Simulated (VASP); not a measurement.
# NbCd3 (Pm-3m) in VASP: electric field gradients with r2SCAN

Aim: the electric field gradients of NbCd3 with r2SCAN.

Everything below comes from runs of VASP 6.6.1. Logs are shortened: lines on timing, memory, paths and dates and some standing lists are left out, and cuts for length are marked.

## 1. The cell of the first run

The structure is cubic, space group Pm-3m (No. 221). Conventional cell: a = 4.215 Å, b = 4.215 Å, c = 4.215 Å, α = 90.00°, β = 90.00°, γ = 90.00°. Within 3.9 Å of Nb (site symmetry m-3m) lie 12 Cd at 2.98 Å. Cd (site symmetry 4/mmm) has 4 Nb at 2.98 Å and 8 Cd at 2.98 Å within 3.9 Å.

## 2. Electric field gradients, r2SCAN

File POSCAR:

```
NbCd3
1.0
    4.2150000000      0.0000000000      0.0000000000
    0.0000000000      4.2150000000      0.0000000000
    0.0000000000      0.0000000000      4.2150000000
Nb Cd
1 3
Direct
    0.0000000000      0.0000000000      0.0000000000
    0.0000000000      0.5000000000      0.5000000000
    0.5000000000      0.0000000000      0.5000000000
    0.5000000000      0.5000000000      0.0000000000
```

File INCAR.step1:

```
SYSTEM = NbCd3
PREC = Accurate
ENCUT = 520
ISMEAR = -1
SIGMA = 0.05
LREAL = .FALSE.
LASPH = .TRUE.
NELM = 100
NBANDS = 32
GGA = PE
ALGO = Normal
EDIFF = 1E-4
LWAVE = .TRUE.
LCHARG = .FALSE.
```

File INCAR.step2:

```
SYSTEM = NbCd3
PREC = Accurate
ENCUT = 520
EDIFF = 1E-8
ISMEAR = -1
SIGMA = 0.05
LREAL = .FALSE.
LASPH = .TRUE.
NELM = 100
ALGO = Normal
ISIF = 2
LWAVE = .FALSE.
LCHARG = .FALSE.
METAGGA = R2SCAN
LMIXTAU = .TRUE.
LEFG = .TRUE.
NBANDS = 32
ISTART = 1
```

File KPOINTS:

```
regular mesh
0
G
  8 8 8
  0 0 0
```

Potentials or basis: VASP PAW PBE potentials, release 64 (Nb_sv, Cd).

Launch:

```
$ cat potpaw_PBE.64/Nb_sv/POTCAR potpaw_PBE.64/Cd/POTCAR > POTCAR
$ cp INCAR.step1 INCAR
$ mpirun -np 1 vasp_std > vasp.out
$ cp INCAR.step2 INCAR
$ mpirun -np 1 vasp_std > vasp.out
```

OUTCAR:

```text
SYSTEM = NbCd3
   PREC = Accurate
   ENCUT = 520
   EDIFF = 1E-8
   ISMEAR = -1
   LREAL = .FALSE.
   LASPH = .TRUE.
   NELM = 100
   ISIF = 2
   METAGGA = R2SCAN
   ISTART = 1

 ion  position               nearest neighbor table
   1  0.000  0.000  0.000-   2 2.98   3 2.98   4 2.98   2 2.98   3 2.98   2 2.98   4 2.98   2 2.98
                             3 2.98   4 2.98   3 2.98   4 2.98
   2  0.000  0.500  0.500-   1 2.98   3 2.98   4 2.98   1 2.98   4 2.98   1 2.98   3 2.98   1 2.98
                             3 2.98   4 2.98   4 2.98   3 2.98
   3  0.500  0.000  0.500-   1 2.98   2 2.98   4 2.98   1 2.98   4 2.98   2 2.98   4 2.98   4 2.98
                             1 2.98   2 2.98   1 2.98   2 2.98
   4  0.500  0.500  0.000-   1 2.98   2 2.98   3 2.98   2 2.98   3 2.98   1 2.98   3 2.98   3 2.98
                             1 2.98   2 2.98   2 2.98   1 2.98

  LATTYP: Found a simple cubic cell.
 ALAT       =     4.2150000000

  Lattice vectors:

 A1 = (   4.2150000000,   0.0000000000,   0.0000000000)
 A2 = (   0.0000000000,   4.2150000000,   0.0000000000)
 A3 = (   0.0000000000,   0.0000000000,   4.2150000000)

Analysis of symmetry for initial positions (statically):
=====================================================================
 Subroutine PRICEL returns:
 Original cell was already a primitive cell.

 Routine SETGRP: Setting up the symmetry group for a
 simple cubic supercell.

 Subroutine GETGRP returns: Found 48 space group operations
 (whereof 48 operations were pure point group operations)
 out of a pool of 48 trial point group operations.

The static configuration has the point symmetry O_h .

Analysis of symmetry for dynamics (positions and initial velocities):
=====================================================================
 Subroutine PRICEL returns:
 Original cell was already a primitive cell.

 Routine SETGRP: Setting up the symmetry group for a
 simple cubic supercell.

 Subroutine GETGRP returns: Found 48 space group operations
 (whereof 48 operations were pure point group operations)
 out of a pool of 48 trial point group operations.

The dynamic configuration has the point symmetry O_h .

 Subroutine INISYM returns: Found 48 space group operations
 (whereof 48 operations are pure point group operations),
 and found     1 'primitive' translations

----------------------------------------------------------------------------------------

                                     Primitive cell

  volume of cell :      74.8846

  direct lattice vectors                    reciprocal lattice vectors
     4.215000000  0.000000000  0.000000000     0.237247924  0.000000000  0.000000000
     0.000000000  4.215000000  0.000000000     0.000000000  0.237247924  0.000000000
     0.000000000  0.000000000  4.215000000     0.000000000  0.000000000  0.237247924

  length of vectors
     4.215000000  4.215000000  4.215000000     0.237247924  0.237247924  0.237247924

  position of ions in fractional coordinates (direct lattice)
     0.000000000  0.000000000  0.000000000
     0.000000000  0.500000000  0.500000000
     0.500000000  0.000000000  0.500000000
     0.500000000  0.500000000  0.000000000

  ion indices of the primitive-cell ions
   primitive index   ion index
                 1           1
                 2           2
                 3           3
                 4           4

----------------------------------------------------------------------------------------

 KPOINTS: regular mesh

Automatic generation of k-mesh.
 Grid dimensions read from file:
 generate k-points for:    8    8    8

 Generating k-lattice:

  Cartesian coordinates                     Fractional coordinates (reciprocal lattice)
     0.029655991  0.000000000  0.000000000     0.125000000  0.000000000  0.000000000
     0.000000000  0.029655991  0.000000000     0.000000000  0.125000000  0.000000000
     0.000000000  0.000000000  0.029655991     0.000000000  0.000000000  0.125000000

  Length of vectors
[... 44 lines left out ...]
   NGXF,Y,Z  is equivalent  to a cutoff of  25.24, 25.24, 25.24 a.u.
 SYSTEM =  NbCd3
   PREC   = accura    normal or accurate (medium, high low for compatibility)
   ISTART =      1    job   : 0-new  1-cont  2-samecut
   ICHARG =      0    charge: 1-file 2-atom 10-const
   ISPIN  =      1    spin polarized calculation?
   LNONCOLLINEAR =      F non collinear calculations
   LSORBIT =      F    spin-orbit coupling
   LASPH  =      T    aspherical Exc in radial PAW
   ENCUT  =  520.0 eV  38.22 Ry    6.18 a.u.   7.84  7.84  7.84*2*pi/ulx,y,z
   NELM   =    100;   NELMIN=  2; NELMDL=  0     # of ELM steps
   EDIFF  = 0.1E-07   stopping-criterion for ELM
   LREAL  =      F    real-space projection
   EDIFFG = 0.1E-06   stopping-criterion for IOM
   NSW    =      0    number of steps for IOM
   IBRION =     -1    ionic relax: 0-MD 1-quasi-New 2-CG
   NFREE  =      0    steps in history (QN), initial steepest desc. (CG)
   ISIF   =      2    stress and relaxation
   ISYM   =      2    0-nonsym 1-usesym 2-fastsym
   POTIM  = 0.5000    time-step for ionic-motion
   TEBEG  =    0.0;   TEEND  =   0.0 temperature during run
   PSTRESS=    0.0 pullay stress
   NELECT =      49.0000    total number of electrons
   NUPDOWN=      -1.0000    fix difference up-down
   EMIN   =  10.00;   EMAX   =-10.00  energy-range for DOS
   EFERMI =   0.00;   METHOD = LEGACY
   ISMEAR =    -1;   SIGMA  =   0.05  broadening in eV -4-tet -1-fermi 0-gaus
   EFERMI_NEDOS =   21; number of points for ismear=-14 and -15
   IALGO  =     38    algorithm
   IMIX   =      4    mixing-type and parameters
     AMIX     =   0.40;   BMIX     =  1.00
     AMIX_MAG =   1.60;   BMIX_MAG =  1.00
  volume/ion in A,a.u.               =      18.72       126.34
  Fermi-wavevector in a.u.,A,eV,Ry     =   1.421268  2.685807 27.483802  2.020002
  Thomas-Fermi vector in A             =   2.542096
   LORBIT       =      0    0 simple, 1 ext, 2 COOP (PROOUT), +10 PAW based schemes
   METAGGA = R2SCAN    functional components
   LHFCALC =     F    Hartree Fock is set to
   AEXX    =    0.0000 exact exchange contribution
   IVDW    =     0    specifies the selected vdW correction
   LEPSILON=     F    determine dielectric tensor
   LRPA    =     F    only Hartree local field effects (RPA)
 non-spin polarized calculation
  energy-cutoff  :      520.00
  volume of cell :       74.88
 maximum number of plane-waves:      2040
 NGX is ok and might be reduce to    32
   NGX = 15   NGY = 15   NGZ = 15

 number of electron      49.0000040 magnetization

 Free energy of the ion-electron system (eV)
  ---------------------------------------------------
  ext. energy  EPLUGINS =         0.00000000
  ---------------------------------------------------
  free energy    TOTEN  =       -84.63605162 eV

  energy without entropy =      -84.62142367  energy(sigma->0) =      -84.62873765

 E-fermi :   5.1658     XC(G=0): -12.9195

 val. band max:        5.1554667667   @ k =   0.3750   0.2500   0.1250
 cond. band min:       5.2712885554   @ k =   0.2500   0.2500   0.1250
 fundamental gap:      0.1158217887
 Fermi energy:         5.1658000802

 k-point     1 :       0.0000    0.0000    0.0000
  band No.  band energies     occupation
      1     -51.5197      2.00000
      2     -26.8823      2.00000
      3     -26.8823      2.00000
      4     -26.8823      2.00000
      5      -4.9252      2.00000
      6      -4.7322      2.00000
[... 829 lines left out ...]
     31      11.8894      0.00000
     32      13.4191      0.00000

 [... further k-points ...]

------------------------ aborting loop because EDIFF is reached ----------------------------------------

  FORCE on cell =-STRESS in cart. coord.  units (eV):
  Direction    XX          YY          ZZ          XY          YZ          ZX
  --------------------------------------------------------------------------------------
  -------------------------------------------------------------------------------------
  Total        2.4879442      2.4879442      2.4879442     -0.0000000      0.0000000     -0.0000000
  in kB       53.2302472     53.2302472     53.2302472     -0.0000000      0.0000000     -0.0000000
  external PRESSURE =      53.2302472 kB  Pullay stress =       0.0000000 kB

 VOLUME and BASIS-vectors are now :
 -----------------------------------------------------------------------------
  energy-cutoff  :      520.00
  volume of cell :       74.88
      direct lattice vectors                 reciprocal lattice vectors
     4.215000000  0.000000000  0.000000000     0.237247924  0.000000000  0.000000000
     0.000000000  4.215000000  0.000000000     0.000000000  0.237247924  0.000000000
     0.000000000  0.000000000  4.215000000     0.000000000  0.000000000  0.237247924

 POSITION                                       TOTAL-FORCE (eV/Angst)
 -----------------------------------------------------------------------------------
      0.00000      0.00000      0.00000         0.000000      0.000000      0.000000
      0.00000      2.10750      2.10750         0.000000      0.000000      0.000000
      2.10750      0.00000      2.10750         0.000000      0.000000      0.000000
      2.10750      2.10750      0.00000         0.000000      0.000000      0.000000
 -----------------------------------------------------------------------------------
    total drift:                                0.000000     -0.000000     -0.000000

  FREE ENERGIE OF THE ION-ELECTRON SYSTEM (eV)
  ---------------------------------------------------
  free  energy   TOTEN  =       -84.6360516241 eV

  energy  without entropy=      -84.6214236730  energy(sigma->0) =      -84.62873765

 Electric field gradients (V/A^2)
---------------------------------------------------------------------
 ion       V_xx      V_yy      V_zz      V_xy      V_xz      V_yz
---------------------------------------------------------------------
   1       0.000    -0.000    -0.000    -0.000     0.000     0.000
   2     119.265   -59.632   -59.632     0.000     0.000     0.000
   3     -59.632   119.265   -59.632    -0.000     0.000    -0.000
   4     -59.632   -59.632   119.265    -0.000    -0.000    -0.000
---------------------------------------------------------------------

 Electric field gradients after diagonalization (V/A^2)
 (convention: |V_zz| > |V_xx| > |V_yy|)
----------------------------------------------------------------------
 ion       V_xx      V_yy      V_zz     asymmetry (V_yy - V_xx)/ V_zz
----------------------------------------------------------------------
   1      -0.000     0.000    -0.000      -0.916
   2     -59.632   -59.632   119.265       0.000
   3     -59.632   -59.632   119.265       0.000
   4     -59.632   -59.632   119.265       0.000
----------------------------------------------------------------------

           NMR quadrupolar parameters

 Cq : quadrupolar parameter    Cq=e*Q*V_zz/h
 eta: asymmetry parameters     (V_yy - V_xx)/ V_zz
 Q  : nuclear electric quadrupole moment in mb (millibarn)
----------------------------------------------------------------------
 ion       Cq(MHz)       eta       Q (mb)
----------------------------------------------------------------------
   1      -0.000      -0.916       1.000
   2       0.288       0.000       1.000
   3       0.288       0.000       1.000
   4       0.288       0.000       1.000
----------------------------------------------------------------------
```

It took 6.7 min on 1 thread of Oxide Virtual Turin-like, shared host; peak memory 0.19 GiB.

Results:

```
Free energy                             : -84.6361 eV
Pressure                                : 5.3 GPa
Band gap on the k mesh                  : zero (an odd number of electrons rules out a gap without spin polarisation)
Largest electric field gradient by atom : Nb -0.0; Cd +119.3 V/Å²
```

Electric field gradients, principal values (V/Å²):
```tsv
atom	least	middle	greatest (by size)
1 Nb	0.000	0.000	0.000
2 Cd	-59.632	-59.632	119.265
3 Cd	-59.632	-59.632	119.265
4 Cd	-59.632	-59.632	119.265
```

Caveat: the cell stands under pressure; without QUAD_EFG the Cq values of the log hold for a quadrupole moment of 1 mb, not for the nuclei; the PAW data sets were made with another functional, which shifts forces and pressure a little.

The gap in the log of VASP goes by the Fermi energy; the results here count the filled bands.